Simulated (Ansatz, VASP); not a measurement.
# TaN: VASP beside Ansatz

File POSCAR:

```
TaN
1.0
    0.0000000000      2.1790000000      2.1790000000
    2.1790000000      0.0000000000      2.1790000000
    2.1790000000      2.1790000000      0.0000000000
Ta N
1 1
Direct
    0.5000000000      0.5000000000      0.5000000000
   -0.0028682882     -0.0028682882      0.0028682882
```

Contents of INCAR.step1:

```
PREC = Accurate
ENCUT = 520
ISMEAR = 0
SIGMA = 0.15
LREAL = F
LASPH = T
NELM = 60
NBANDS = 15
GGA = PE
ALGO = Normal
EDIFF = 1E-4
LWAVE = T
LCHARG = F
```

INCAR.step2

```
PREC = Accurate
ENCUT = 520
EDIFF = 1E-6
ISMEAR = 0
SIGMA = 0.15
LREAL = F
LASPH = T
NELM = 60
ALGO = Normal
ISIF = 2
LWAVE = F
LCHARG = T
METAGGA = R2SCAN
LMIXTAU = T
LELF = T
LVHAR = T
NBANDS = 15
ISTART = 1
```

File KPOINTS:

```
Automatic mesh
0
Gamma
  18 18 18
```

Input for Ansatz:

```yaml
crystal:
  lattice:
    - [0.0, 2.179, 2.179]
    - [2.179, 0.0, 2.179]
    - [2.179, 2.179, 0.0]
  atoms:
    - { symbol: Ta, position: [0.5, 0.5, 0.5] }
    - { symbol: "N", position: [-0.0028682882, -0.0028682882, 0.0028682882] }
basis:
  ecutwfc: 500
kpoints:
  mp_grid: { grid: [18, 18, 18] }
hamiltonian:
  xc: r2scan
scf:
  occupations: { method: gaussian, width: 0.15 }
output:
  forces: true
  stress: true
  eigenvalues: true
  write_density: true
  write_potential: true
  elf: true
  volumetric_format: npy
```

Change from the starting cell: all N atoms moved +0.013 Å, as atom 2 towards its neighbour atom 1 (Ta) at 2.179 Å.

Alike in both runs: task single point; functional r2SCAN; k mesh 18 × 18 × 18; occupations gaussian, width 0.15 eV; no spin polarisation.

|  | VASP | Ansatz |
| --- | --- | --- |
| version | VASP 6.6.1 | Ansatz 0.2.0 |
| potentials or method | VASP PAW PBE potentials, release 64 (Ta_pv, N), cutoff 520 eV | scalar-relativistic, plane waves, PAW |
| valence electrons in the cell | 16 | 18 |

|  | VASP | Ansatz | Ansatz less VASP |
| --- | --- | --- | --- |
| gap on the k mesh at the Fermi level (eV) | none | none | - |
| pressure (GPa) | 12.0 | 9.8 | -2.14 |
| traceless stress, the component that is largest in VASP (GPa) | 0.06 | 0.06 | -0.002 |
| rms of the force components (eV/Å) | 0.061 | 0.063 | +0.0025 |

VASP's potentials were made for PBE, not for r2SCAN. Atom by atom the forces differ by 0.003 eV/Å (rms over components). A gap of «none» marks a metal or a gap that the smearing closes. The functional is the same, so the differences come from potentials, cutoffs and numerics. VASP's potentials hold 16 valence electrons a cell and Ansatz's 18, so a difference there can come from the potentials and not from the codes.

Neither program's run includes spin-orbit coupling.
